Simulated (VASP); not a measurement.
# Hf2TiB2 (P6/mmm) in VASP: notebook, part 2 of 2

VASP 6.6.1. The steps go on from the part before.

### 3 Relaxation of cell and atoms, PBE

This run uses another cell than the first one, of 15.85 Å³/atom, 0.976 times its volume.

INCAR

```
ALGO = Normal
EDIFF = 1E-7
EDIFFG = -0.04
ENCUT = 600
GGA = PE
IBRION = 2
ISIF = 3
ISMEAR = 0
LASPH = T
LCHARG = F
LREAL = F
LWAVE = F
NELM = 60
NSW = 90
PREC = Accurate
SIGMA = 0.1
```

KPOINTS

```
k-points
0
Gamma
  6 6 4
```

POSCAR

```
Hf2TiB2
1.0
    4.1291200300      0.0000000000      0.0000000000
   -2.0645600200      3.5759228500      0.0000000000
    0.0000000000      0.0000000000      5.3676140300
Hf Ti B
2 1 2
Direct
    0.3333333300      0.6666666700      0.0000000000
    0.6666666700      0.3333333300      0.0000000000
    0.0000000000      0.0000000000      0.5000000000
    0.3333333300      0.6666666700      0.5000000000
    0.6666666700      0.3333333300      0.5000000000
```

Potentials or basis: VASP PAW PBE potentials, release 64 (Hf_pv, Ti_sv, B).

On the command line:

```sh
$ cat potpaw_PBE.64/Hf_pv/POTCAR potpaw_PBE.64/Ti_sv/POTCAR potpaw_PBE.64/B/POTCAR > POTCAR
$ mpirun -np 1 vasp_std > vasp.out
```

OUTCAR:

```text
EDIFF = 1E-7
   EDIFFG = -0.04
   ENCUT = 600
   GGA = PE
   IBRION = 2
   ISIF = 3
   ISMEAR = 0
   LASPH = T
   LREAL = F
   NELM = 60
   NSW = 90
   PREC = Accurate

 ion  position               nearest neighbor table
   1  0.333  0.667  0.000-   2 2.38   2 2.38   2 2.38   4 2.68   4 2.68
   2  0.667  0.333  0.000-   1 2.38   1 2.38   1 2.38   5 2.68   5 2.68
   3  0.000  0.000  0.500-   4 2.38   5 2.38   5 2.38   4 2.38   5 2.38   4 2.38
   4  0.333  0.667  0.500-   3 2.38   3 2.38   3 2.38   1 2.68   1 2.68
   5  0.667  0.333  0.500-   3 2.38   3 2.38   3 2.38   2 2.68   2 2.68

  LATTYP: Found a hexagonal cell.
 ALAT       =     4.1291200300
 C/A-ratio  =     1.2999413897

  Lattice vectors:

 A1 = (   4.1291200300,   0.0000000000,   0.0000000000)
 A2 = (  -2.0645600200,   3.5759228500,   0.0000000000)
[... 187 lines left out ...]
  -------------------------------------------------------------------------------------
  Total        8.6396927      8.6396927    -13.1191778     -0.0000000      0.0000000     -0.0000000
  in kB      174.6553729    174.6553738   -265.2102313     -0.0000002      0.0000000     -0.0000000
  external PRESSURE =      28.0335051 kB  Pullay stress =       0.0000000 kB
[... 182 lines left out ...]
--------------------------------------- Ionic step        6  -------------------------------------------

 number of electron      38.0000001 magnetization

 Free energy of the ion-electron system (eV)
  ---------------------------------------------------
  ext. energy  EPLUGINS =         0.00000000
  ---------------------------------------------------
  free energy    TOTEN  =       -35.61047846 eV

  energy without entropy =      -35.56913159  energy(sigma->0) =      -35.58980503

 E-fermi :   5.0578     XC(G=0): -11.1448

 val. band max:        5.0547399866   @ k =   0.3333   0.1667   0.2500
 cond. band min:       5.0612009629   @ k =   0.1667   0.1667   0.0000
 fundamental gap:      0.0064609762
 Fermi energy:         5.0577569905

 k-point     1 :       0.0000    0.0000    0.0000
  band No.  band energies     occupation
      1     -52.2260      2.00000
      2     -28.5701      2.00000
      3     -28.3752      2.00000
      4     -28.3752      2.00000
      5     -25.7615      2.00000
      6     -25.7615      2.00000
[... 567 lines left out ...]
  FREE ENERGIE OF THE ION-ELECTRON SYSTEM (eV)
  ---------------------------------------------------
  free  energy   TOTEN  =       -35.6104784624 eV

  energy  without entropy=      -35.5691315940  energy(sigma->0) =      -35.58980503

 reached required accuracy - stopping structural energy minimisation
```

CONTCAR:

```text
Hf2TiB2
   1.00000000000000
     4.5179918614475563   -0.0000000005424005   -0.0000000000000000
    -2.2589959366643999    3.9126957375876281   -0.0000000000000000
     0.0000000000000000    0.0000000000000000    4.6017190873968383
  Hf              Ti              B
     2     1     2
Direct
     0.3333333300000021    0.6666666699999979    0.0000000000000000
     0.6666666699999979    0.3333333300000021    0.0000000000000000
     1.0000000000000000    1.0000000000000000    0.5000000000000000
     0.3333333300000021    0.6666666699999979    0.5000000000000000
     0.6666666699999979    0.3333333300000021    0.5000000000000000

  0.00000000E+00  0.00000000E+00  0.00000000E+00
  0.00000000E+00  0.00000000E+00  0.00000000E+00
  0.00000000E+00  0.00000000E+00  0.00000000E+00
  0.00000000E+00  0.00000000E+00  0.00000000E+00
  0.00000000E+00  0.00000000E+00  0.00000000E+00
```

Wall time 4.5 min (1 thread of Intel Xeon Platinum 8488C (Sapphire Rapids), shared host); peak memory 0.26 GiB.

What came out:

* Free energy: -35.6105 eV
* Relaxed volume: 16.27 Å³/atom
* Relaxed cell: a = 4.518 Å, b = 4.518 Å, c = 4.602 Å, α = 90.00°, β = 90.00°, γ = 120.00°
* Space group after relaxing (to 0.05 Å): P6/mmm (No. 191)
* Energy gained by relaxing: 399.9 meV/atom
* Ionic steps: 6
* Pressure after relaxing: -0.1 GPa
* Band gap on the k mesh: zero (band 19 reaches 5.64 eV, above the bottom of band 20 at 4.81 eV)

Step by step:
```tsv
step	energy change (eV)	largest force (eV/Å)	pressure (GPa)	volume (Å³)
1	0.0000	0.0000	2.80	79.26
2	-1.9650	0.0000	-0.89	81.24
3	-1.9993	0.0000	-0.12	81.31
4	-1.9991	0.0000	0.03	81.32
5	-1.9994	0.0000	-0.16	81.36
6	-1.9995	0.0000	-0.10	81.35
```

Final structure:
```yaml
crystal:
  lattice:
    - [4.51799, 0.00000, 0.00000]
    - [-2.25900, 3.91270, 0.00000]
    - [0.00000, 0.00000, 4.60172]
  atoms:
    - { symbol: Hf, position: [0.33333, 0.66667, 0.00000] }
    - { symbol: Hf, position: [0.66667, 0.33333, 0.00000] }
    - { symbol: Ti, position: [0.00000, 0.00000, 0.50000] }
    - { symbol: B, position: [0.33333, 0.66667, 0.50000] }
    - { symbol: B, position: [0.66667, 0.33333, 0.50000] }
```

Levels at points of the mesh, in eV from the Fermi level:
| k point | band 15 | band 16 | band 17 | band 18 | band 19 | band 20 | band 21 | band 22 | band 23 |
| --- | --- | --- | --- | --- | --- | --- | --- | --- | --- |
| (0.00, 0.00, 0.00) | -2.60 | -1.09 | -0.01 | -0.01 | 0.30 | 0.30 | 0.37 | 0.37 | 1.55 |
| (0.50, 0.00, 0.00) | -1.36 | -1.21 | -0.87 | -0.69 | -0.62 | -0.07 | 0.18 | 0.22 | 2.20 |
| (0.00, 0.00, 0.50) | -2.12 | -1.68 | -0.93 | -0.48 | -0.48 | 0.63 | 0.63 | 1.05 | 2.25 |
| (0.50, 0.00, 0.50) | -2.42 | -1.77 | -1.73 | -0.48 | -0.44 | 0.02 | 0.77 | 0.83 | 0.90 |

Caveat: spin-orbit coupling is left out, which moves the levels of the heavy elements.

### 4 Single point, PBE, collinear spin, ferromagnetic start

INCAR

```
PREC = Accurate ; ENCUT = 520
EDIFF = 1E-6 ; ISMEAR = 0
SIGMA = 0.1 ; LREAL = False
LASPH = True ; NELM = 150
ALGO = Normal ; ISIF = 2
LWAVE = False ; LCHARG = True
ISPIN = 2 ; MAGMOM = 0 0 1 0 0
LORBIT = 11 ; LMAXMIX = 4
GGA = PE ; LELF = True
LVHAR = True ; NBANDS = 31
```

KPOINTS

```
regular mesh
0
Gamma
  6 6 4
```

POSCAR

```
Hf2TiB2
1.0
    4.5192763888      0.0000000000      0.0000000000
   -2.2596381944      3.9138081594      0.0000000000
    0.0000000000      0.0000000000      4.5924856754
Hf Ti B
2 1 2
Direct
    0.3333333333      0.6666666667      0.0000000000
    0.6666666667      0.3333333333      0.0000000000
    0.0000000000      0.0000000000      0.5000000000
    0.3333333333      0.6666666667      0.5000000000
    0.6666666667      0.3333333333      0.5000000000
```

On the command line:

```sh
$ cat potpaw_PBE.64/Hf_pv/POTCAR potpaw_PBE.64/Ti_sv/POTCAR potpaw_PBE.64/B/POTCAR > POTCAR
$ mpirun -np 1 vasp_std > vasp.out
```

Wall time 2.8 min (1 thread of Intel Xeon Platinum 8488C (Sapphire Rapids), shared host); peak memory 0.29 GiB.

Results (log left out):

```yaml
Free_energy: -35.6199 eV
Pressure: 0.3 GPa
Net_moment: -0.75 μB per cell
Site_moments: Hf +0.04; Ti -0.53; B -0.04 μB
Valence_electrons_inside_the_program's_atomic_spheres: Hf 8.73; Ti 10.01; B 1.63
```

Stress tensor (GPa, compression positive):
```
0.05 0.00 0.00
0.00 0.05 0.00
0.00 0.00 0.83
```

Levels at points of the mesh, in eV from the Fermi level:
Spin up:
| k point | band 16 | band 17 | band 18 | band 19 | band 20 | band 21 | band 22 | band 23 |
| --- | --- | --- | --- | --- | --- | --- | --- | --- |
| (0.00, 0.00, 0.00) | -1.02 | 0.05 | 0.05 | 0.31 | 0.31 | 0.59 | 0.59 | 1.75 |
| (0.50, 0.00, 0.00) | -1.13 | -0.83 | -0.64 | -0.55 | -0.09 | 0.31 | 0.52 | 2.40 |
| (0.00, 0.00, 0.50) | -1.60 | -0.92 | -0.37 | -0.37 | 0.74 | 0.74 | 1.27 | 2.18 |
| (0.50, 0.00, 0.50) | -1.73 | -1.61 | -0.45 | -0.41 | 0.33 | 0.82 | 1.00 | 1.03 |
Spin down:
```csv
k point,band 17,band 18,band 19,band 20,band 21,band 22,band 23,band 24
"(0.00, 0.00, 0.00)",-0.04,-0.04,0.26,0.26,0.33,0.33,1.46,2.38
"(0.50, 0.00, 0.00)",-0.86,-0.77,-0.58,-0.03,-0.03,0.21,1.90,2.13
"(0.00, 0.00, 0.50)",-0.93,-0.55,-0.55,0.54,0.54,0.94,2.13,2.13
"(0.50, 0.00, 0.50)",-1.71,-0.51,-0.41,-0.18,0.66,0.85,0.86,1.93
```

Caveat: spin-orbit coupling is left out, which moves the levels of the heavy elements.

### 5 Summary

```tsv
task	spin	cell	cutoff (eV)	gap on the mesh (eV)	pressure (GPa)
single point	off	a = 4.519, b = 4.519, c = 4.592 Å, angles 90.0, 90.0, 120.0°, 5 atoms	520	none	0.1
relaxation of cell and atoms	off	relaxed from a = 4.129, b = 4.129, c = 5.368 Å, angles 90.0, 90.0, 120.0°, 5 atoms	600	none	-0.1
single point	collinear, ferromagnetic start	a = 4.519, b = 4.519, c = 4.592 Å, angles 90.0, 90.0, 120.0°, 5 atoms	520	none	0.3
```

Alike in all rows: level PBE; potentials or basis VASP PAW PBE potentials, release 64 (Hf_pv, Ti_sv, B); k mesh 6 × 6 × 4; smearing gaussian 0.1 eV.

Caveats: spin-orbit coupling is left out, which moves the levels of the heavy elements.

Total energies depend on the potentials used, so only differences within one code and one set of settings carry meaning.
